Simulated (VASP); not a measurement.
# Cl in VASP: a series of runs, part 2 of 2

VASP 6.6.1. The steps go on from the part before.

**3. Single point, PBE+D3(BJ)**

File INCAR:

```
PREC     = Accurate       # precision mode
ENCUT    = 520            # plane-wave cutoff, eV
EDIFF    = 1E-6           # SCF threshold, eV
ISMEAR   = -1             # smearing method
SIGMA    = 0.02           # smearing width, eV
LREAL    = Auto         
LASPH    = T              # aspherical terms in the spheres
NELM     = 60             # most SCF steps
ALGO     = Normal         # electronic algorithm
ISIF     = 2              # what is computed and relaxed
LWAVE    = F              # write WAVECAR
LCHARG   = F              # write CHGCAR
GGA      = PE             # functional
IVDW     = 12             # dispersion correction
NBANDS   = 70             # bands
```

File KPOINTS:

```
regular mesh
0
Gamma
  1 1 1
```

File POSCAR:

```
Cl
1.0
    8.4343270000      0.0000000000      0.0000000000
    0.0000000000      8.4343270000      0.0000000000
    0.0000000000      0.0000000000      8.4343270000
Cl
16
Direct
    0.3751099525      0.0379639063      0.7462836098
    0.3593173468      0.2793702450      0.7505163127
    0.9225988037      0.9376681744      0.8411815193
    0.6786552146      0.9284321085      0.8388339698
    0.9190300542      0.4428687671      0.6951591988
    0.9120822562      0.4338935401      0.4543812446
    0.6537095372     -0.0162312891      0.4540611243
    0.7171882238     -0.0445915839      0.2304748203
    0.1680039202      0.8218201642      0.4599062854
    0.1544995825      0.7979178422      0.2222109719
    0.9360438598      0.4075132491      0.0932261697
    0.6891836183      0.3695137739      0.0767103291
    0.3586415371      0.7083789851      0.9666331410
    0.3292141744      0.6849272028      0.7203064335
    0.3493699023      0.2884284662      0.1464728603
    0.3594359099      0.2993125593      0.3927877115
```

Potentials or basis: VASP PAW PBE potentials, release 64 (Cl).

The run is started by

```sh
> cat potpaw_PBE.64/Cl/POTCAR > POTCAR
> mpirun -np 1 vasp_gam > vasp.out
```

OUTCAR:

```text
PREC = Accurate
   ENCUT = 520
   EDIFF = 1E-6
   ISMEAR = -1
   LREAL = Auto
   LASPH = T
   NELM = 60
   ISIF = 2
   GGA = PE
   IVDW = 12
 IVDW          = 12

 ion  position               nearest neighbor table
   1  0.375  0.038  0.746-   2 2.04
   2  0.359  0.279  0.751-   1 2.04
   3  0.923  0.938  0.841-   4 2.06
   4  0.679  0.928  0.839-   3 2.06
   5  0.919  0.443  0.695-   6 2.03
   6  0.912  0.434  0.454-   5 2.03
[... 8 lines left out ...]
  15  0.349  0.288  0.146-  16 2.08
  16  0.359  0.299  0.393-  15 2.08

  LATTYP: Found a simple cubic cell.
 ALAT       =     8.4343270000

  Lattice vectors:

 A1 = (   8.4343270000,   0.0000000000,   0.0000000000)
 A2 = (   0.0000000000,   8.4343270000,   0.0000000000)
 A3 = (   0.0000000000,   0.0000000000,   8.4343270000)

Analysis of symmetry for initial positions (statically):
=====================================================================
 Subroutine PRICEL returns:
 Original cell was already a primitive cell.

 Routine SETGRP: Setting up the symmetry group for a
 simple cubic supercell.

 Subroutine GETGRP returns: Found  1 space group operations
 (whereof  1 operations were pure point group operations)
 out of a pool of 48 trial point group operations.

The static configuration has the point symmetry C_1 .

Analysis of symmetry for dynamics (positions and initial velocities):
=====================================================================
 Subroutine PRICEL returns:
 Original cell was already a primitive cell.

 Routine SETGRP: Setting up the symmetry group for a
 simple cubic supercell.

 Subroutine GETGRP returns: Found  1 space group operations
 (whereof  1 operations were pure point group operations)
 out of a pool of 48 trial point group operations.

The dynamic configuration has the point symmetry C_1 .

 Subroutine INISYM returns: Found  1 space group operations
 (whereof  1 operations are pure point group operations),
 and found     1 'primitive' translations

----------------------------------------------------------------------------------------

                                     Primitive cell

  volume of cell :     600.0001

  direct lattice vectors                    reciprocal lattice vectors
     8.434327000  0.000000000  0.000000000     0.118563105  0.000000000  0.000000000
     0.000000000  8.434327000  0.000000000     0.000000000  0.118563105  0.000000000
     0.000000000  0.000000000  8.434327000     0.000000000  0.000000000  0.118563105

  length of vectors
     8.434327000  8.434327000  8.434327000     0.118563105  0.118563105  0.118563105

  position of ions in fractional coordinates (direct lattice)
     0.375109952  0.037963906  0.746283610
     0.359317347  0.279370245  0.750516313
     0.922598804  0.937668174  0.841181519
     0.678655215  0.928432108  0.838833970
     0.919030054  0.442868767  0.695159199
     0.912082256  0.433893540  0.454381245
[... 8 lines left out ...]
     0.349369902  0.288428466  0.146472860
     0.359435910  0.299312559  0.392787711

  ion indices of the primitive-cell ions
   primitive index   ion index
                 1           1
                 2           2
                 3           3
                 4           4
                 5           5
                 6           6
[... 8 lines left out ...]
                15          15
                16          16

----------------------------------------------------------------------------------------

 KPOINTS: regular mesh

Automatic generation of k-mesh.
 Grid dimensions read from file:
 generate k-points for:    1    1    1

 Generating k-lattice:

  Cartesian coordinates                     Fractional coordinates (reciprocal lattice)
     0.118563105  0.000000000  0.000000000     1.000000000  0.000000000  0.000000000
     0.000000000  0.118563105  0.000000000     0.000000000  1.000000000  0.000000000
     0.000000000  0.000000000  0.118563105     0.000000000  0.000000000  1.000000000

  Length of vectors
     0.118563105  0.118563105  0.118563105

  Shift w.r.t. Gamma in fractional coordinates (k-lattice)
     0.000000000  0.000000000  0.000000000

 Subroutine IBZKPT returns following result:
 ===========================================

 Found      1 irreducible k-points:

 Following reciprocal coordinates:
            Coordinates               Weight
  0.000000  0.000000  0.000000      1.000000
   k-points           NKPTS =      1   k-points in BZ     NKDIM =      1   number of bands    NBANDS=     70
   number of dos      NEDOS =    301   number of ions     NIONS =     16
   total plane-waves  NPLWV = 262144
   dimension x,y,z NGX =    64 NGY =   64 NGZ =   64
   dimension x,y,z NGXF=   128 NGYF=  128 NGZF=  128
   ions per type =              16
   NGX,Y,Z   is equivalent  to a cutoff of  12.61, 12.61, 12.61 a.u.
   NGXF,Y,Z  is equivalent  to a cutoff of  25.23, 25.23, 25.23 a.u.
 SYSTEM =  unknown system
   PREC   = accura    normal or accurate (medium, high low for compatibility)
   ISTART =      0    job   : 0-new  1-cont  2-samecut
   ICHARG =      2    charge: 1-file 2-atom 10-const
   ISPIN  =      1    spin polarized calculation?
   LNONCOLLINEAR =      F non collinear calculations
   LSORBIT =      F    spin-orbit coupling
   LASPH  =      T    aspherical Exc in radial PAW
   ENCUT  =  520.0 eV  38.22 Ry    6.18 a.u.  15.68 15.68 15.68*2*pi/ulx,y,z
   NELM   =     60;   NELMIN=  2; NELMDL= -5     # of ELM steps
   EDIFF  = 0.1E-05   stopping-criterion for ELM
   LREAL  =      T    real-space projection
   EDIFFG = 0.1E-04   stopping-criterion for IOM
   NSW    =      0    number of steps for IOM
   IBRION =     -1    ionic relax: 0-MD 1-quasi-New 2-CG
   NFREE  =      0    steps in history (QN), initial steepest desc. (CG)
   ISIF   =      2    stress and relaxation
   ISYM   =      2    0-nonsym 1-usesym 2-fastsym
   POTIM  = 0.5000    time-step for ionic-motion
   TEBEG  =    0.0;   TEEND  =   0.0 temperature during run
   PSTRESS=    0.0 pullay stress
   NELECT =     112.0000    total number of electrons
   NUPDOWN=      -1.0000    fix difference up-down
   EMIN   =  10.00;   EMAX   =-10.00  energy-range for DOS
   EFERMI =   0.00;   METHOD = LEGACY
   ISMEAR =    -1;   SIGMA  =   0.02  broadening in eV -4-tet -1-fermi 0-gaus
   EFERMI_NEDOS =   21; number of points for ismear=-14 and -15
   IALGO  =     38    algorithm
   IMIX   =      4    mixing-type and parameters
     AMIX     =   0.40;   BMIX     =  1.00
     AMIX_MAG =   1.60;   BMIX_MAG =  1.00
  volume/ion in A,a.u.               =      37.50       253.06
  Fermi-wavevector in a.u.,A,eV,Ry     =   0.935615  1.768056 11.910200  0.875375
  Thomas-Fermi vector in A             =   2.062540
   LORBIT       =      0    0 simple, 1 ext, 2 COOP (PROOUT), +10 PAW based schemes
   GGA     = PE    functional components
   LHFCALC =     F    Hartree Fock is set to
   AEXX    =    0.0000 exact exchange contribution
   IVDW    =    12    specifies the selected vdW correction
   LEPSILON=     F    determine dielectric tensor
   LRPA    =     F    only Hartree local field effects (RPA)
 non-spin polarized calculation
  energy-cutoff  :      520.00
  volume of cell :      600.00
 maximum number of plane-waves:      8068
 NGX is ok and might be reduce to    64
   NGX = 31   NGY = 31   NGZ = 31

 number of electron     111.9999990 magnetization

 Free energy of the ion-electron system (eV)
  ---------------------------------------------------
  ext. energy  EPLUGINS =         0.00000000
  ---------------------------------------------------
  free energy    TOTEN  =       -29.82245332 eV

  energy without entropy =      -29.82245332  energy(sigma->0) =      -29.82245332

 E-fermi :  -1.3673     XC(G=0):  -6.5608

 val. band max:       -1.8750601655   @ k =   0.0000   0.0000   0.0000
 cond. band min:      -0.4054406031   @ k =   0.0000   0.0000   0.0000
 fundamental gap:      1.4696195623
 Fermi energy:        -1.3672891012

 k-point     1 :       0.0000    0.0000    0.0000
  band No.  band energies     occupation
      1     -19.0790      2.00000
      2     -18.7981      2.00000
      3     -18.4044      2.00000
      4     -18.3704      2.00000
      5     -18.2048      2.00000
      6     -18.1212      2.00000
[... 60 lines left out ...]
     67       5.7087      0.00000
     68       5.9123      0.00000
 [bands above 68 left out]

------------------------ aborting loop because EDIFF is reached ----------------------------------------

 Edisp (eV)   -1.73960

 E8    (eV) :    -0.5650

  FORCE on cell =-STRESS in cart. coord.  units (eV):
  Direction    XX          YY          ZZ          XY          YZ          ZX
  --------------------------------------------------------------------------------------
  -------------------------------------------------------------------------------------
  Total      -4.38736    -3.49770    -7.79844    -0.47613    -0.06351    -0.67258
  in kB     -11.71555    -9.33990   -20.82415    -1.27141    -0.16960    -1.79597
  external pressure =      -13.96 kB  Pullay stress =        0.00 kB

 VOLUME and BASIS-vectors are now :
 -----------------------------------------------------------------------------
  energy-cutoff  :      520.00
  volume of cell :      600.00
      direct lattice vectors                 reciprocal lattice vectors
     8.434327000  0.000000000  0.000000000     0.118563105  0.000000000  0.000000000
     0.000000000  8.434327000  0.000000000     0.000000000  0.118563105  0.000000000
     0.000000000  0.000000000  8.434327000     0.000000000  0.000000000  0.118563105

 POSITION                                       TOTAL-FORCE (eV/Angst)
 -----------------------------------------------------------------------------------
      3.16380      0.32020      6.29440        -0.746551      0.042408     -0.063148
      3.03060      2.35630      6.33010         0.053997      0.083564      0.032640
      7.78150      7.90860      7.09480        -0.325317     -0.118972     -0.026520
      5.72400      7.83070      7.07500         1.000615      0.341748     -0.016594
      7.75140      3.73530      5.86320         0.024030     -0.060155      0.180572
      7.69280      3.65960      3.83240         0.096280     -0.031411     -0.126036
[... 8 lines left out ...]
      2.94670      2.43270      1.23540         0.029001      0.260437      0.294348
      3.03160      2.52450      3.31290        -0.062425     -0.039524     -0.482545
 -----------------------------------------------------------------------------------
    total drift:                               -0.000261      0.000424      0.002605

  FREE ENERGIE OF THE ION-ELECTRON SYSTEM (eV)
  ---------------------------------------------------
  free  energy   TOTEN  =       -31.5620571101 eV

  energy  without entropy=      -31.5620571101  energy(sigma->0) =      -31.56205711
```

Wall time 84 s (1 thread of Oxide Virtual Turin-like, shared host); peak memory 0.45 GiB.

Results:

* Free energy: -31.5621 eV
* Pressure: -1.4 GPa
* Largest force: 1.057 eV/Å
* Dispersion energy per atom: -0.109 eV

Forces on the atoms (eV/Å):
```
Cl  -0.747  0.042 -0.063
Cl   0.054  0.084  0.033
Cl  -0.325 -0.119 -0.027
Cl   1.001  0.342 -0.017
Cl   0.024 -0.060  0.181
Cl   0.096 -0.031 -0.126
Cl   0.000 -0.071  0.743
Cl   0.034 -0.101 -0.739
Cl  -0.182 -0.151 -0.238
Cl   0.255  0.056  0.250
Cl  -0.931 -0.151 -0.165
Cl   0.802  0.081  0.213
Cl  -0.375 -0.317 -0.468
Cl   0.328  0.176  0.612
Cl   0.029  0.260  0.294
Cl  -0.062 -0.040 -0.483
```

Caveat: the k points lie up to 0.74 Å⁻¹ apart.
